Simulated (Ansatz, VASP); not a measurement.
FePt: VASP beside Ansatz

```
Fe Pt
1.0
     2.72958    0.00000    0.00000
     0.00000    2.72958    0.00000
     0.00000    0.00000    3.76503
Fe Pt
1 1
Direct
  0.00000 0.00000 0.00000
  0.50000 0.50000 0.50000
```

Alike in both runs: functional PBE; k mesh 16 × 16 × 12; occupations gaussian, width 0.05 eV; collinear spin.

Ansatz relaxed the structure, and its values are those at the end. VASP's run is a single point on that final structure, the one shown.

```csv
,VASP,Ansatz
version,VASP 6.6.1,Ansatz 0.2.0
potentials or method,"VASP PAW PBE potentials, release 64 (Fe, Pt)","scalar-relativistic, plane waves, PAW"
plane-wave cutoff (eV),520,420
valence electrons in the cell,18,34
```

```csv
,VASP,Ansatz,Ansatz less VASP
gap on the k mesh at the Fermi level (eV),none,none,-
pressure (GPa),-0.5,0.0,+0.43
net moment per atom (μB),1.65,1.65,+0.003
size of the moment on the site where the two differ most (μB),0.32,0.38,+0.057
```

Site moments also hang on the region over which each program counts them. A gap of «none» marks a metal or a gap that the smearing closes. VASP's potentials hold 18 valence electrons a cell and Ansatz's 34, so a difference there can come from the potentials and not from the codes.

Spin-orbit coupling is off throughout.
